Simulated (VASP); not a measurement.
A run of VASP 6.6.1 is set up as follows.

Contents of INCAR:

```
PREC     = Accurate       # precision mode
ENCUT    = 500            # plane-wave cutoff, eV
EDIFF    = 1E-6           # SCF threshold, eV
ISMEAR   = 1              # smearing method
SIGMA    = 0.27211386245988 # smearing width, eV
LREAL    = False          # projectors in reciprocal space
LASPH    = True           # aspherical terms in the spheres
NELM     = 120            # most SCF steps
ALGO     = Normal         # electronic algorithm
ISIF     = 2              # what is computed and relaxed
LWAVE    = False          # write WAVECAR
LCHARG   = False          # write CHGCAR
GGA      = PE             # functional
NBANDS   = 18             # bands
GGA_COMPAT= False
```

The input KPOINTS:

```
regular mesh
0
Gamma
  6 6 4
```

The input POSCAR:

```
Au
1.0
    1.4113099650     -2.5559330250      0.0000000000
    1.4113099650      2.5559330250      0.0000000000
    0.0000000000      0.0000000000      4.8931696100
Au
2
Direct
    0.6653279700      0.3346720300      0.2500000000
    0.3346720300      0.6653279700      0.7500000000
```

Potentials or basis: VASP PAW PBE potentials, release 64 (Au).

The run is started by

```console
$ cat potpaw_PBE.64/Au/POTCAR > POTCAR
$ mpirun -np 1 vasp_std > vasp.out
```

Question: Estimate the largest force.

Answer: 0.018 eV/Å.

Question: Estimate the band gap on the k mesh.

Answer: Zero (band 11 reaches 12.91 eV, above the bottom of band 12 at 6.36 eV).

Question: Predict the pressure.

Answer: 3.3 GPa.

Forces in eV/Å, atoms in the order of the input:
```
Au   0.000  0.018  0.000
Au   0.000 -0.018  0.000
```

Caveat: the k points lie up to 0.42 Å⁻¹ apart; spin-orbit coupling is left out, which moves the levels of the heavy elements.
